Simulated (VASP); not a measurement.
# CdSe (P6_3mc) in VASP: notebook, part 2 of 2

VASP 6.6.1.

**3. Single point, PBE0**

The input, POSCAR:

```
CdSe
1.0
    4.3000000000      0.0000000000      0.0000000000
   -2.1500000000      3.7239092363      0.0000000000
    0.0000000000      0.0000000000      7.0200000000
Cd Se
2 2
Direct
    0.6666666667      0.3333333333      0.5000000000
    0.3333333333      0.6666666667      0.0000000000
    0.6666666667      0.3333333333      0.8850000000
    0.3333333333      0.6666666667      0.3850000000
```

The input, INCAR.step1:

```
ALGO = Normal ; EDIFF = 1E-5
ENCUT = 520 ; GGA = PE
ISIF = 2 ; ISMEAR = -1
LASPH = True ; LCHARG = False
LREAL = False ; LWAVE = True
NBANDS = 26 ; NELM = 60
PREC = Accurate ; SIGMA = 0.05
```

The input, INCAR.step2:

```
AEXX = 0.25 ; ALGO = Normal
EDIFF = 1E-6 ; ENCUT = 520
GGA = PE ; ISIF = 2
ISMEAR = -1 ; ISTART = 1
LASPH = True ; LCHARG = False
LHFCALC = True ; LREAL = False
LWAVE = False ; NBANDS = 26
NELM = 60 ; PREC = Accurate
PRECFOCK = Normal ; SIGMA = 0.05
```

The input, KPOINTS:

```
k-points
0
Gamma
  4 4 2
```

Potentials or basis: VASP PAW PBE potentials, release 64 (Cd, Se).

Command:

```sh
cat potpaw_PBE.64/Cd/POTCAR potpaw_PBE.64/Se/POTCAR > POTCAR
cp INCAR.step1 INCAR
mpirun -np 1 vasp_std > vasp.out
cp INCAR.step2 INCAR
mpirun -np 1 vasp_std > vasp.out
```

OUTCAR:

```text
AEXX = 0.25
   EDIFF = 1E-6
   ENCUT = 520
   GGA = PE
   ISIF = 2
   ISMEAR = -1
   ISTART = 1
   LASPH = True
   LHFCALC = True
   LREAL = False
   NELM = 60
   PREC = Accurate
   PRECFOCK = Normal

 ion  position               nearest neighbor table
   1  0.667  0.333  0.500-   4 2.61   4 2.61   4 2.61   3 2.70
   2  0.333  0.667  0.000-   3 2.61   3 2.61   3 2.61   4 2.70
   3  0.667  0.333  0.885-   2 2.61   2 2.61   2 2.61   1 2.70
   4  0.333  0.667  0.385-   1 2.61   1 2.61   1 2.61   2 2.70

  LATTYP: Found a hexagonal cell.
 ALAT       =     4.3000000000
 C/A-ratio  =     1.6325581395

  Lattice vectors:

 A1 = (   4.3000000000,   0.0000000000,   0.0000000000)
 A2 = (  -2.1500000000,   3.7239092363,   0.0000000000)
 A3 = (   0.0000000000,   0.0000000000,   7.0200000000)

Analysis of symmetry for initial positions (statically):
=====================================================================
 Subroutine PRICEL returns:
 Original cell was already a primitive cell.

 Routine SETGRP: Setting up the symmetry group for a
 hexagonal supercell.

 Subroutine GETGRP returns: Found 12 space group operations
 (whereof  6 operations were pure point group operations)
 out of a pool of 24 trial point group operations.

The static configuration has the point symmetry C_3v.
 The point group associated with its full space group is C_6v.

Analysis of symmetry for dynamics (positions and initial velocities):
=====================================================================
 Subroutine PRICEL returns:
 Original cell was already a primitive cell.

 Routine SETGRP: Setting up the symmetry group for a
 hexagonal supercell.

[... 114 lines left out ...]
  Fermi-wavevector in a.u.,A,eV,Ry     =   1.120059  2.116604 17.068937  1.254531
  Thomas-Fermi vector in A             =   2.256702
   LORBIT       =      0    0 simple, 1 ext, 2 COOP (PROOUT), +10 PAW based schemes
   GGA     = PE    functional components
   LHFCALC =     T    Hartree Fock is set to
   PRECFOCK=normal    Normal, Fast or Accurate (Low or Medium for compatibility)
   ENCUT4O =  -1.0   cutoff for four orbital integrals eV
   NKREDX  =     1    reduce k-point grid by
   NKREDY  =     1    reduce k-point grid by
   NKREDZ  =     1    reduce k-point grid by
   AEXX    =    0.2500 exact exchange contribution
   HFSCREEN=    0.0000 screening length (either q_TF or 0.3 A-1)
   HFSCREENC=   0.0000 screening length for correlation (either q_TF or 0.3 A-1)
   ENCUTFOCK=  -1.0 apply spherical cutoff to Coloumb kernel
   IVDW    =     0    specifies the selected vdW correction
   LEPSILON=     F    determine dielectric tensor
   LRPA    =     F    only Hartree local field effects (RPA)
 non-spin polarized calculation
  energy-cutoff  :      520.00
  volume of cell :      112.41
 maximum number of plane-waves:      3042
 NGX is ok and might be reduce to    32
  NGX = 24; NGY = 24; NGZ = 40

 number of electron      35.9999998 magnetization

 Free energy of the ion-electron system (eV)
  ---------------------------------------------------
  ext. energy  EPLUGINS =         0.00000000
  ---------------------------------------------------
  free energy    TOTEN  =       -14.77324799 eV

  energy without entropy =      -14.77324799  energy(sigma->0) =      -14.77324799

 E-fermi :   1.0838     XC(G=0):  -7.0120

 val. band max:       -0.0348849473   @ k =   0.0000   0.0000   0.0000
 cond. band min:       2.3158463989   @ k =   0.0000   0.0000   0.0000
 fundamental gap:      2.3507313462
 Fermi energy:         1.0837508483

 k-point     1 :       0.0000    0.0000    0.0000
  band No.  band energies     occupation
      1     -13.7908      2.00000
      2     -13.3895      2.00000
      3      -9.2130      2.00000
      4      -9.2130      2.00000
      5      -9.1577      2.00000
      6      -9.1564      2.00000
[... 221 lines left out ...]
     25       9.4761      0.00000
     26       9.4761      0.00000

------------------------ aborting loop because EDIFF is reached ----------------------------------------

  FORCE on cell =-STRESS in cart. coord.  units (eV):
  Direction    XX          YY          ZZ          XY          YZ          ZX
  --------------------------------------------------------------------------------------
  -------------------------------------------------------------------------------------
  Total        1.8570303      1.8570303      0.2283531      0.0000000      0.0000000      0.0000000
  in kB       26.4682308     26.4682308      3.2547143      0.0000000      0.0000000      0.0000000
  external PRESSURE =      18.7303919 kB  Pullay stress =       0.0000000 kB

 VOLUME and BASIS-vectors are now :
 -----------------------------------------------------------------------------
  energy-cutoff  :      520.00
  volume of cell :      112.41
      direct lattice vectors                 reciprocal lattice vectors
     4.300000000  0.000000000  0.000000000     0.232558140  0.134267504  0.000000000
    -2.150000000  3.723909236  0.000000000     0.000000000  0.268535009  0.000000000
     0.000000000  0.000000000  7.020000000     0.000000000  0.000000000  0.142450142

 POSITION                                       TOTAL-FORCE (eV/Angst)
 -----------------------------------------------------------------------------------
      2.15000      1.24130      3.51000        -0.000000      0.000000      0.299533
     -0.00000      2.48261      0.00000        -0.000000      0.000000      0.299533
      2.15000      1.24130      6.21270        -0.000000     -0.000000     -0.299533
     -0.00000      2.48261      2.70270         0.000000      0.000000     -0.299533
 -----------------------------------------------------------------------------------
    total drift:                               -0.000000     -0.000000     -0.000060

  FREE ENERGIE OF THE ION-ELECTRON SYSTEM (eV)
  ---------------------------------------------------
  free  energy   TOTEN  =       -14.7732479864 eV

  energy  without entropy=      -14.7732479864  energy(sigma->0) =      -14.77324799
```

OUTCAR.step1:

```text
EDIFF = 1E-5
   ENCUT = 520
   GGA = PE
   ISIF = 2
[... 445 lines left out ...]
      2.15000      1.24130      3.51000         0.000000      0.000000      0.306893
     -0.00000      2.48261      0.00000        -0.000000     -0.000000      0.306893
      2.15000      1.24130      6.21270        -0.000000     -0.000000     -0.306893
     -0.00000      2.48261      2.70270        -0.000000     -0.000000     -0.306893
 -----------------------------------------------------------------------------------
    total drift:                               -0.000000     -0.000000      0.000194

  FREE ENERGIE OF THE ION-ELECTRON SYSTEM (eV)
  ---------------------------------------------------
  free  energy   TOTEN  =       -10.8502128436 eV

  energy  without entropy=      -10.8501319634  energy(sigma->0) =      -10.85017240
```

Wall time 40 min (1 thread of Intel Xeon 8259CL, shared host); peak memory 0.26 GiB.

What came out:

* Free energy: -14.7732 eV
* Pressure: 1.9 GPa
* Largest force: 0.300 eV/Å
* Band gap on the k mesh: 2.35 eV

Forces on the atoms (eV/Å):
```
Cd   0.000  0.000  0.300
Cd   0.000  0.000  0.300
Se   0.000  0.000 -0.300
Se   0.000  0.000 -0.300
```

Stress tensor (GPa, compression positive):
```
2.65 0.00 0.00
0.00 2.65 0.00
0.00 0.00 0.33
```

Caveat: the k points lie up to 0.45 Å⁻¹ apart; the PAW data sets were made with another functional, which shifts forces and pressure a little.

**4. Single point, PBE, non-collinear spin, zero start, spin-orbit coupling**

The input, INCAR:

```
PREC = Accurate
ENCUT = 500
EDIFF = 1E-6
ISMEAR = -1
SIGMA = 0.1
LREAL = F
LASPH = T
NELM = 200
ALGO = Normal
ISIF = 2
LWAVE = F
LCHARG = T
MAGMOM = 0 0 0 0 0 0 0 0 0 0 0 0
LORBIT = 11
LSORBIT = T
GGA_COMPAT = F
LORBMOM = T
GGA = PE
LVHAR = T
NBANDS = 50
```

The input, KPOINTS:

```
regular mesh
0
Gamma
  8 8 5
```

POSCAR is that of step 3.

Command:

```sh
cat potpaw_PBE.64/Cd/POTCAR potpaw_PBE.64/Se/POTCAR > POTCAR
mpirun -np 1 vasp_ncl > vasp.out
```

It took 9.4 min on 1 thread of Intel Xeon Platinum 8259CL at 2.50GHz (Skylake/Cascade Lake), shared host; peak memory 0.66 GiB.

The run converged. Its results:

```yaml
Free_energy: -11.0031 eV
Pressure: 3.3 GPa
Largest_force: 0.291 eV/Å
Net_moment: 0.00 μB per cell
Valence_electrons_inside_the_program's_atomic_spheres: Cd 10.32; Se 3.87
```

Forces in eV/Å, atoms in the order of the input:
```
Cd   0.000  0.000  0.291
Cd   0.000  0.000  0.291
Se   0.000  0.000 -0.291
Se   0.000  0.000 -0.291
```

Stress tensor (GPa, compression positive):
```
4.02 0.00 0.00
0.00 4.02 0.00
0.00 0.00 1.93
```

Moments on the atoms (μB; x, y, z):
```
Cd  0.00 0.00 0.00
Cd  0.00 0.00 0.00
Se  0.00 0.00 0.00
Se  0.00 0.00 0.00
```

Caveat: the cell stands under pressure.

**5. The runs side by side**

| level | spin | k mesh | cutoff (eV) | smearing | grid for exact exchange (PRECFOCK) | share of exact exchange | gap on the mesh (eV) | pressure (GPa) | largest force (eV/Å) |
| --- | --- | --- | --- | --- | --- | --- | --- | --- | --- |
| PBE-based global hybrid with 50 % exact exchange | off | 4 × 4 × 2 | 520 | fermi-dirac 0.05 eV | Normal | 0.5 | 4.13 | 0.6 | 0.29 |
| PBE0 | off | 4 × 4 × 2 | 520 | fermi-dirac 0.05 eV | Normal | 0.25 | 2.35 | 1.9 | 0.30 |
| PBE | non-collinear, zero start, SOC | 8 × 8 × 5 | 500 | fermi-dirac 0.1 eV | - | - | - | 3.3 | 0.29 |

Alike in all rows: task single point; potentials or basis VASP PAW PBE potentials, release 64 (Cd, Se); cell as given.

Caveats: some runs use coarse meshes; the PAW data sets were made with another functional, which shifts forces and pressure a little (at least some runs); the cell stands under pressure (at least some runs).

Total energies depend on the potentials used, so only differences within one code and one set of settings carry meaning.
